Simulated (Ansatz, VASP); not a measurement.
# Ta in VASP and in Ansatz

```
Ta
1.0
    -1.66072    1.66072    1.66072
     1.66072   -1.66072    1.66072
     1.66072    1.66072   -1.66072
Ta
1
Direct
  0.00000 0.00000 0.00000
```

Alike in both runs: task single point; functional PBE; k mesh 6 × 6 × 6; occupations fermi-dirac, width 0.1 eV; no spin polarisation.

|  | VASP | Ansatz |
| --- | --- | --- |
| version | VASP 6.6.1 | Ansatz 0.2.0 |
| potentials or method | VASP PAW PBE potentials, release 64 (Ta_pv), cutoff 520 eV | plane waves (420 eV) with PAW, scalar-relativistic |
| valence electrons in the cell | 11 | 13 |

|  | VASP | Ansatz | Ansatz less VASP |
| --- | --- | --- | --- |
| pressure (GPa) | 1.6 | 1.6 | -0.08 |

VASP's potentials hold 11 valence electrons a cell and Ansatz's 13, so a difference there can come from the potentials and not from the codes.

The k mesh is coarse, so the values compare programs but aren't converged. Spin-orbit coupling is off throughout.
